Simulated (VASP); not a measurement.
Input of a VASP 6.6.1 run:

Contents of INCAR:

```
SYSTEM = HfB2
ALGO = Normal
EDIFF = 1E-6
ENCUT = 520
GGA = PE
ISIF = 2
ISMEAR = 0
LASPH = .TRUE.
LCHARG = .FALSE.
LREAL = .FALSE.
LWAVE = .FALSE.
NBANDS = 15
NELM = 100
PREC = Accurate
SIGMA = 0.1
```

File KPOINTS:

```
k-points
0
G
  15 15 12
  0 0 0
```

POSCAR

```
HfB2
1.0
    3.1733010341      0.0000000000      0.0000000000
   -1.5866505171      2.7481593093      0.0000000000
    0.0000000000      0.0000000000      3.5282755775
Hf B
1 2
Direct
    0.0000000000      0.0000000000      0.0000000000
    0.3333333333      0.6666666667      0.5000000000
    0.6666666667      0.3333333333      0.5000000000
```

Potentials or basis: VASP PAW PBE potentials, release 64 (Hf_pv, B).

Run with:

```bash
$ cat potpaw_PBE.64/Hf_pv/POTCAR potpaw_PBE.64/B/POTCAR > POTCAR
$ mpirun -np 1 vasp_std > vasp.out
```

Question: What does it give for the pressure?

Answer: -7.4 GPa.

Question: Estimate the band gap on the k mesh.

Answer: Zero (band 8 reaches 8.19 eV, above the bottom of band 9 at 7.17 eV).

Stress tensor (GPa, compression positive):
```
-7.42  0.00  0.00
 0.00 -7.42  0.00
 0.00  0.00 -7.22
```

Caveat: spin-orbit coupling is left out, which moves the levels of the heavy elements.
